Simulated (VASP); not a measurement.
Crystal: InP.

```
CELL_PARAMETERS angstrom
0.00000 2.76883 2.76883
2.76883 0.00000 2.76883
2.76883 2.76883 0.00000
ATOMIC_POSITIONS crystal
In 0.00000 0.00000 0.00000
P 0.50000 0.50000 0.50000
```

- Program: VASP 6.6.1
- Task: relaxation of cell and atoms
- Functional: PBEsol-based screened hybrid with 25 % exact exchange
- Potentials or basis: VASP PAW PBE potentials, release 64 (In_d, P)
- Cutoff: 600 eV
- k mesh: 4 × 4 × 4
- Occupations: fermi-dirac, width 0.05 eV
- Spin: no spin polarisation

At the start: pressure -4.7 GPa; volume 21.23 Å³/atom.

**Question.** Where does the relaxation end?

**Answer.** Over 3 steps the energy falls by 17.2 meV/atom and the volume is 20.10 Å³/atom (-5.3 %); space group Fm-3m (No. 225, to 0.1 Å) before and after.

The path:
```tsv
step	energy change (eV)	largest force (eV/Å)	pressure (GPa)	volume (Å³)
1	0.0000	0.0000	-4.65	42.45
2	-0.0189	0.0000	3.68	38.78
3	-0.0345	0.0000	-0.02	40.19
```

Final structure:
```xyz
2
Lattice="0.0000 2.7188 2.7188 2.7188 0.0000 2.7188 2.7188 2.7188 0.0000" Properties=species:S:1:pos:R:3 pbc="T T T"
In    0.0000    0.0000    0.0000
P     2.7188    2.7188    2.7188
```

Caveat: the k points lie up to 0.50 Å⁻¹ apart in the final cell, too coarse for converged energies and pressures of a metal; the PAW data sets were made with another functional, which shifts forces and pressure a little.
